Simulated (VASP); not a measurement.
Write the native input for VASP 6.6.1 that does the following.

```
Task                   : single point
Functional             : PBEsol
Potentials or basis    : VASP PAW PBE potentials, release 64 (Ta_pv)
Cutoff                 : 520 eV
k mesh                 : 4 × 4 × 4
Occupations            : fermi-dirac, width 0.05 eV
Spin                   : no spin polarisation
Dipole correction      : no
Further INCAR settings : ALGO = Normal; EDIFF = 1e-07; NBANDS = 30
```

The structure of Ta lies in POSCAR:

```
Ta
1.0
    4.1883047974      0.0000000000      0.0000000000
    0.0000000000      4.1883047974      0.0000000000
    0.0000000000      0.0000000000      4.1883047974
Ta
4
Direct
    0.0000000000      0.0000000000      0.0000000000
    0.0000000000      0.5000000000      0.5000000000
    0.5000000000      0.0000000000      0.5000000000
    0.5000000000      0.5000000000      0.0000000000
```

This isn't the form of Ta at room conditions, which is bcc.

These files were run (other wordings do the same):

INCAR

```
SYSTEM = Ta
PREC     = Accurate       ! precision mode
ENCUT    = 520            ! plane-wave cutoff, eV
EDIFF    = 1E-7           ! SCF threshold, eV
ISMEAR   = -1             ! smearing method
SIGMA    = 0.05           ! smearing width, eV
LREAL    = .False.        ! projectors in reciprocal space
LASPH    = .True.         ! aspherical terms in the spheres
NELM     = 80             ! most SCF steps
ALGO     = Normal         ! electronic algorithm
ISIF     = 2              ! what is computed and relaxed
LWAVE    = .False.        ! write WAVECAR
LCHARG   = .True.         ! write CHGCAR
GGA      = PS             ! functional
LELF     = .True.         ! ELF
LVHAR    = .True.       
NBANDS   = 30             ! bands
```

KPOINTS

```
regular mesh
0
Gamma
  4 4 4
  0 0 0
```

Potentials or basis: VASP PAW PBE potentials, release 64 (Ta_pv).

Command:

```console
$ cat potpaw_PBE.64/Ta_pv/POTCAR > POTCAR
$ mpirun -np 1 vasp_std > vasp.out
```

It gave:

```yaml
Pressure: 0.0 GPa
Band_gap_on_the_k_mesh: zero (bands 22 and 23 overlap by 1.92 eV)
```

Caveat: the k points lie up to 0.38 Å⁻¹ apart, too coarse for converged energies and pressures of a metal; the PAW data sets were made with another functional, which shifts forces and pressure a little; spin-orbit coupling is left out, which moves the levels of the heavy elements.

Wall time 8.4 s on 1 thread of Intel(R) Xeon(R) 6975P-C (Granite Rapids), on a shared host, peak memory 0.17 GiB.
